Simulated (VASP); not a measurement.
# ZnSe (F-43m) in VASP: a series of runs

Runs on ZnSe. Level: LDA. Tasks: single point.

Everything below comes from runs of VASP 6.6.1. Logs are shortened: lines on timing, memory, paths and dates and some standing lists are left out, and cuts for length are marked.

### Step 1. The cell of the first run

It takes space group F-43m (No. 216, cubic). Conventional cell: a = 5.567 Å, b = 5.567 Å, c = 5.567 Å, α = 90.00°, β = 90.00°, γ = 90.00°. Zn (site symmetry -43m) has 4 Se at 2.41 Å within 3.2 Å. Within 3.2 Å of Se (site symmetry -43m) lie 4 Zn at 2.41 Å.

### Step 2. Single point, LDA

Input file INCAR:

```
  PREC = Accurate
  ENCUT = 500
  EDIFF = 1E-6
  ISMEAR = 0
  SIGMA = 0.02
  LREAL = False
  LASPH = True
  NELM = 120
  ALGO = Normal
  ISIF = 2
  LWAVE = False
  LCHARG = True
  GGA = CA
  LELF = True
  LVHAR = True
  NBANDS = 16
  GGA_COMPAT = False
```

Input file KPOINTS:

```
Automatic mesh
0
Gamma
  8 8 8
```

Input file POSCAR:

```
ZnSe
1.0
    0.0000000000      2.7836740506      2.7836740506
    2.7836740506      0.0000000000      2.7836740506
    2.7836740506      2.7836740506      0.0000000000
Zn Se
1 1
Direct
    0.0000000000      0.0000000000      0.0000000000
    0.2500000000      0.2500000000      0.2500000000
```

Potentials or basis: VASP PAW LDA potentials, release 64 (Zn, Se).

Run with:

```
cat potpaw_LDA.64/Zn/POTCAR potpaw_LDA.64/Se/POTCAR > POTCAR
mpirun -np 1 vasp_std > vasp.out
```

OUTCAR:

```text
PREC = Accurate
   ENCUT = 500
   EDIFF = 1E-6
   ISMEAR = 0
   LREAL = False
   LASPH = True
   NELM = 120
   ISIF = 2
   GGA = CA

 ion  position               nearest neighbor table
   1  0.000  0.000  0.000-   2 2.41   2 2.41   2 2.41   2 2.41
   2  0.250  0.250  0.250-   1 2.41   1 2.41   1 2.41   1 2.41

  LATTYP: Found a face centered cubic cell.
 ALAT       =     5.5673481012

  Lattice vectors:

 A1 = (   0.0000000000,   2.7836740506,   2.7836740506)
 A2 = (   2.7836740506,   0.0000000000,   2.7836740506)
 A3 = (   2.7836740506,   2.7836740506,   0.0000000000)

Analysis of symmetry for initial positions (statically):
=====================================================================
 Subroutine PRICEL returns:
 Original cell was already a primitive cell.

 Routine SETGRP: Setting up the symmetry group for a
 face centered cubic supercell.

 Subroutine GETGRP returns: Found 24 space group operations
 (whereof 24 operations were pure point group operations)
 out of a pool of 48 trial point group operations.

The static configuration has the point symmetry T_d .

Analysis of symmetry for dynamics (positions and initial velocities):
=====================================================================
 Subroutine PRICEL returns:
 Original cell was already a primitive cell.

 Routine SETGRP: Setting up the symmetry group for a
 face centered cubic supercell.

 Subroutine GETGRP returns: Found 24 space group operations
 (whereof 24 operations were pure point group operations)
 out of a pool of 48 trial point group operations.

The dynamic configuration has the point symmetry T_d .

 Subroutine INISYM returns: Found 24 space group operations
 (whereof 24 operations are pure point group operations),
 and found     1 'primitive' translations

----------------------------------------------------------------------------------------

                                     Primitive cell

  volume of cell :      43.1405

  direct lattice vectors                    reciprocal lattice vectors
     0.000000000  2.783674051  2.783674051    -0.179618731  0.179618731  0.179618731
     2.783674051  0.000000000  2.783674051     0.179618731 -0.179618731  0.179618731
     2.783674051  2.783674051  0.000000000     0.179618731  0.179618731 -0.179618731

  length of vectors
     3.936709596  3.936709596  3.936709596     0.311108768  0.311108768  0.311108768

  position of ions in fractional coordinates (direct lattice)
     0.000000000  0.000000000  0.000000000
     0.250000000  0.250000000  0.250000000

  ion indices of the primitive-cell ions
   primitive index   ion index
                 1           1
                 2           2

----------------------------------------------------------------------------------------

 KPOINTS: Automatic mesh

Automatic generation of k-mesh.
 Grid dimensions read from file:
 generate k-points for:    8    8    8

 Generating k-lattice:

  Cartesian coordinates                     Fractional coordinates (reciprocal lattice)
    -0.022452341  0.022452341  0.022452341     0.125000000  0.000000000  0.000000000
     0.022452341 -0.022452341  0.022452341     0.000000000  0.125000000  0.000000000
     0.022452341  0.022452341 -0.022452341     0.000000000  0.000000000  0.125000000

  Length of vectors
     0.038888596  0.038888596  0.038888596

  Shift w.r.t. Gamma in fractional coordinates (k-lattice)
     0.000000000  0.000000000  0.000000000

 Subroutine IBZKPT returns following result:
 ===========================================

 Found     29 irreducible k-points:

 Following reciprocal coordinates:
            Coordinates               Weight
  0.000000  0.000000  0.000000      1.000000
  0.125000  0.000000  0.000000      8.000000
  0.250000  0.000000  0.000000      8.000000
  0.375000  0.000000  0.000000      8.000000
  0.500000  0.000000  0.000000      4.000000
  0.125000  0.125000  0.000000      6.000000
[... 16 lines left out ...]
  0.500000  0.250000  0.125000     48.000000
 -0.375000  0.250000  0.125000     24.000000
 [... further k-points ...]
   k-points           NKPTS =     29   k-points in BZ     NKDIM =     29   number of bands    NBANDS=     16
   number of dos      NEDOS =    301   number of ions     NIONS =      2
   total plane-waves  NPLWV =  27000
   dimension x,y,z NGX =    30 NGY =   30 NGZ =   30
   dimension x,y,z NGXF=    60 NGYF=   60 NGZF=   60
   ions per type =               1   1
   NGX,Y,Z   is equivalent  to a cutoff of  12.67, 12.67, 12.67 a.u.
   NGXF,Y,Z  is equivalent  to a cutoff of  25.34, 25.34, 25.34 a.u.
 SYSTEM =  unknown system
   PREC   = accura    normal or accurate (medium, high low for compatibility)
   ISTART =      0    job   : 0-new  1-cont  2-samecut
   ICHARG =      2    charge: 1-file 2-atom 10-const
   ISPIN  =      1    spin polarized calculation?
   LNONCOLLINEAR =      F non collinear calculations
   LSORBIT =      F    spin-orbit coupling
   LASPH  =      T    aspherical Exc in radial PAW
   ENCUT  =  500.0 eV  36.75 Ry    6.06 a.u.   7.18  7.18  7.18*2*pi/ulx,y,z
   NELM   =    120;   NELMIN=  2; NELMDL= -5     # of ELM steps
   EDIFF  = 0.1E-05   stopping-criterion for ELM
   LREAL  =      F    real-space projection
[... 7 lines left out ...]
   TEBEG  =    0.0;   TEEND  =   0.0 temperature during run
   PSTRESS=    0.0 pullay stress
   NELECT =      18.0000    total number of electrons
   NUPDOWN=      -1.0000    fix difference up-down
   EMIN   =  10.00;   EMAX   =-10.00  energy-range for DOS
   EFERMI =   0.00;   METHOD = LEGACY
   ISMEAR =     0;   SIGMA  =   0.02  broadening in eV -4-tet -1-fermi 0-gaus
   EFERMI_NEDOS =   21; number of points for ismear=-14 and -15
   IALGO  =     38    algorithm
   IMIX   =      4    mixing-type and parameters
     AMIX     =   0.40;   BMIX     =  1.00
     AMIX_MAG =   1.60;   BMIX_MAG =  1.00
  volume/ion in A,a.u.               =      21.57       145.56
  Fermi-wavevector in a.u.,A,eV,Ry     =   1.223312  2.311725 20.361018  1.496493
  Thomas-Fermi vector in A             =   2.358428
   LORBIT       =      0    0 simple, 1 ext, 2 COOP (PROOUT), +10 PAW based schemes
   GGA     = CA    functional components
   LHFCALC =     F    Hartree Fock is set to
   AEXX    =    0.0000 exact exchange contribution
   IVDW    =     0    specifies the selected vdW correction
   LEPSILON=     F    determine dielectric tensor
   LRPA    =     F    only Hartree local field effects (RPA)
 non-spin polarized calculation
 Gauss-broadening in eV      SIGMA  =   0.02
  energy-cutoff  :      500.00
  volume of cell :       43.14
 maximum number of plane-waves:      1108
 NGX is ok and might be reduce to    30
   NGX = 15   NGY = 15   NGZ = 15

 number of electron      17.9999987 magnetization

 Free energy of the ion-electron system (eV)
  ---------------------------------------------------
  ext. energy  EPLUGINS =         0.00000000
  ---------------------------------------------------
  free energy    TOTEN  =        -7.37165830 eV

  energy without entropy =       -7.37165830  energy(sigma->0) =       -7.37165830

 E-fermi :   2.1092     XC(G=0):  -9.9384

 val. band max:        1.9929149686   @ k =   0.0000   0.0000   0.0000
 cond. band min:       3.2830703902   @ k =   0.0000   0.0000   0.0000
 fundamental gap:      1.2901554216
 Fermi energy:         2.1091989671

 k-point     1 :       0.0000    0.0000    0.0000
  band No.  band energies     occupation
      1     -11.6546      2.00000
      2      -4.8933      2.00000
      3      -4.8933      2.00000
      4      -4.8933      2.00000
      5      -4.4846      2.00000
      6      -4.4846      2.00000
[... 8 lines left out ...]
     15      13.5839      0.00000
     16      13.5839      0.00000

 k-point     2 :       0.1250    0.0000    0.0000
  band No.  band energies     occupation
      1     -11.5426      2.00000
      2      -4.8895      2.00000
      3      -4.8757      2.00000
      4      -4.8757      2.00000
      5      -4.4864      2.00000
      6      -4.4864      2.00000
[... 8 lines left out ...]
     15      12.6946      0.00000
     16      12.7397      0.00000

 k-point     3 :       0.2500    0.0000    0.0000
  band No.  band energies     occupation
      1     -11.2498      2.00000
      2      -4.8390      2.00000
      3      -4.8373      2.00000
      4      -4.8373      2.00000
      5      -4.4849      2.00000
      6      -4.4849      2.00000
[... 8 lines left out ...]
     15      12.4433      0.00000
     16      12.5642      0.00000

 k-point     4 :       0.3750    0.0000    0.0000
  band No.  band energies     occupation
      1     -10.9175      2.00000
      2      -4.8069      2.00000
      3      -4.8069      2.00000
      4      -4.6343      2.00000
      5      -4.4728      2.00000
      6      -4.4728      2.00000
[... 8 lines left out ...]
     15      13.6271      0.00000
     16      13.6271      0.00000

 k-point     5 :       0.5000    0.0000    0.0000
  band No.  band energies     occupation
      1     -10.7647      2.00000
      2      -4.7974      2.00000
      3      -4.7974      2.00000
      4      -4.4639      2.00000
      5      -4.4639      2.00000
      6      -4.3050      2.00000
[... 8 lines left out ...]
     15      15.2689      0.00000
     16      15.2689      0.00000

 k-point     6 :       0.1250    0.1250    0.0000
  band No.  band energies     occupation
      1     -11.5051      2.00000
      2      -4.9067      2.00000
      3      -4.8604      2.00000
      4      -4.8604      2.00000
      5      -4.4980      2.00000
      6      -4.4766      2.00000
[... 8 lines left out ...]
     15      13.2409      0.00000
     16      13.8107      0.00000

 k-point     7 :       0.2500    0.1250    0.0000
  band No.  band energies     occupation
      1     -11.2717      2.00000
      2      -4.8935      2.00000
      3      -4.8197      2.00000
      4      -4.8174      2.00000
      5      -4.5045      2.00000
      6      -4.4695      2.00000
[... 8 lines left out ...]
     15      13.6175      0.00000
     16      14.0836      0.00000

 k-point     8 :       0.3750    0.1250    0.0000
  band No.  band energies     occupation
      1     -10.9473      2.00000
      2      -4.8270      2.00000
      3      -4.7837      2.00000
      4      -4.7158      2.00000
      5      -4.4827      2.00000
      6      -4.4613      2.00000
[... 8 lines left out ...]
     15      13.7277      0.00000
     16      14.4135      0.00000

 k-point     9 :       0.5000    0.1250    0.0000
  band No.  band energies     occupation
      1     -10.7256      2.00000
      2      -4.7980      2.00000
      3      -4.7713      2.00000
      4      -4.5190      2.00000
      5      -4.4617      2.00000
      6      -4.3301      2.00000
[... 8 lines left out ...]
     15      14.5271      0.00000
     16      15.2859      0.00000
[... 172 lines left out ...]
 k-point    19 :       0.5000    0.3750    0.0000
  band No.  band energies     occupation
      1     -10.5118      2.00000
      2      -4.8604      2.00000
      3      -4.6386      2.00000
      4      -4.6221      2.00000
      5      -4.4397      2.00000
      6      -4.3036      2.00000
[... 8 lines left out ...]
     15      15.8166      0.00000
     16      16.5653      0.00000

 k-point    20 :      -0.3750    0.3750    0.0000
  band No.  band energies     occupation
      1     -10.4844      2.00000
      2      -4.8113      2.00000
      3      -4.6609      2.00000
      4      -4.5706      2.00000
      5      -4.4609      2.00000
      6      -4.1796      2.00000
[... 8 lines left out ...]
     15      14.0905      0.00000
     16      17.6312      0.00000

 k-point    21 :       0.5000    0.5000    0.0000
  band No.  band energies     occupation
      1     -10.4614      2.00000
      2      -4.8887      2.00000
      3      -4.6117      2.00000
      4      -4.6117      2.00000
      5      -4.4299      2.00000
      6      -4.2834      2.00000
[... 8 lines left out ...]
     15      16.1477      0.00000
     16      16.6198      0.00000

 k-point    22 :       0.3750    0.2500    0.1250
  band No.  band energies     occupation
      1     -11.0198      2.00000
      2      -4.8602      2.00000
      3      -4.7821      2.00000
      4      -4.7555      2.00000
      5      -4.5024      2.00000
      6      -4.4566      2.00000
[... 8 lines left out ...]
     15      14.3654      0.00000
     16      15.5444      0.00000

 k-point    23 :       0.5000    0.2500    0.1250
  band No.  band energies     occupation
      1     -10.7412      2.00000
      2      -4.7943      2.00000
      3      -4.7560      2.00000
      4      -4.6222      2.00000
      5      -4.4720      2.00000
      6      -4.4154      2.00000
[... 8 lines left out ...]
     15      14.6836      0.00000
     16      15.7701      0.00000

 k-point    24 :      -0.3750    0.2500    0.1250
  band No.  band energies     occupation
      1     -10.6163      2.00000
      2      -4.7843      2.00000
      3      -4.7391      2.00000
      4      -4.5256      2.00000
      5      -4.4775      2.00000
      6      -4.2455      2.00000
[... 8 lines left out ...]
     15      14.7917      0.00000
     16      15.6727      0.00000

 [... further k-points ...]
[... 5 lines left out ...]
  --------------------------------------------------------------------------------------
  -------------------------------------------------------------------------------------
  Total        0.0998312      0.0998312      0.0998312      0.0000000      0.0000000     -0.0000000
  in kB        3.7075891      3.7075891      3.7075891      0.0000000      0.0000000     -0.0000000
  external PRESSURE =       3.7075891 kB  Pullay stress =       0.0000000 kB

 VOLUME and BASIS-vectors are now :
 -----------------------------------------------------------------------------
  energy-cutoff  :      500.00
  volume of cell :       43.14
      direct lattice vectors                 reciprocal lattice vectors
     0.000000000  2.783674051  2.783674051    -0.179618731  0.179618731  0.179618731
     2.783674051  0.000000000  2.783674051     0.179618731 -0.179618731  0.179618731
     2.783674051  2.783674051  0.000000000     0.179618731  0.179618731 -0.179618731

 POSITION                                       TOTAL-FORCE (eV/Angst)
 -----------------------------------------------------------------------------------
      0.00000      0.00000      0.00000         0.000000      0.000000      0.000000
      1.39184      1.39184      1.39184        -0.000000     -0.000000     -0.000000
 -----------------------------------------------------------------------------------
    total drift:                               -0.000000     -0.000000      0.000000

  FREE ENERGIE OF THE ION-ELECTRON SYSTEM (eV)
  ---------------------------------------------------
  free  energy   TOTEN  =        -7.3716582994 eV

  energy  without entropy=       -7.3716582994  energy(sigma->0) =       -7.37165830
```

Run time: 12 s. Hardware: 1 thread of Intel Xeon Platinum 8488C (Sapphire Rapids), shared host; peak memory 0.15 GiB.

What came out:

* Free energy: -7.3717 eV
* Pressure: 0.4 GPa
* Band gap on the k mesh: 1.29 eV

Levels at points of the mesh, in eV from the valence-band top:
```
           k point  band 6  band 7  band 8  band 9  band 10  band 11  band 12  band 13
(0.00, 0.00, 0.00)   -6.48    0.00    0.00    0.00     1.29     5.68     5.68     5.68
(0.50, 0.00, 0.00)   -6.30   -5.64   -0.96   -0.96     2.47     6.27     6.27     8.49
(0.50, 0.50, 0.00)   -6.28   -5.07   -2.40   -2.40     2.69     3.31    10.93    11.46
```

### Step 3. Single point, LDA

Input file INCAR:

```
SYSTEM = ZnSe
  PREC = Accurate
  ENCUT = 500
  EDIFF = 1E-6
  ISMEAR = 0
  SIGMA = 0.02
  LREAL = .False.
  LASPH = .True.
  NELM = 120
  ALGO = Normal
  ISIF = 2
  LWAVE = .False.
  LCHARG = .True.
  GGA = CA
  LELF = .True.
  LVHAR = .True.
  NBANDS = 16
  GGA_COMPAT = .False.
```

Input file KPOINTS:

```
Automatic mesh
0
Gamma
  8 8 8
  0 0 0
```

POSCAR is that of step 2.

Potentials or basis: VASP PAW LDA potentials, release 64 (Zn, Se).

Run with:

```
cat potpaw_LDA.64/Zn/POTCAR potpaw_LDA.64/Se/POTCAR > POTCAR
mpirun -np 1 vasp_std > vasp.out
```

It took 13 s on 1 thread of Intel Xeon Platinum 8488C (Sapphire Rapids), shared host; peak memory 0.15 GiB.

Results (log left out):

- Free energy: -7.3717 eV
- Pressure: 0.4 GPa
- Band gap on the k mesh: 1.29 eV

Levels at points of the mesh, in eV from the valence-band top:
```
           k point  band 7  band 8  band 9  band 10  band 11  band 12
(0.00, 0.00, 0.00)    0.00    0.00    0.00     1.29     5.68     5.68
(0.50, 0.00, 0.00)   -5.64   -0.96   -0.96     2.47     6.27     6.27
(0.50, 0.50, 0.00)   -5.07   -2.40   -2.40     2.69     3.31    10.93
```
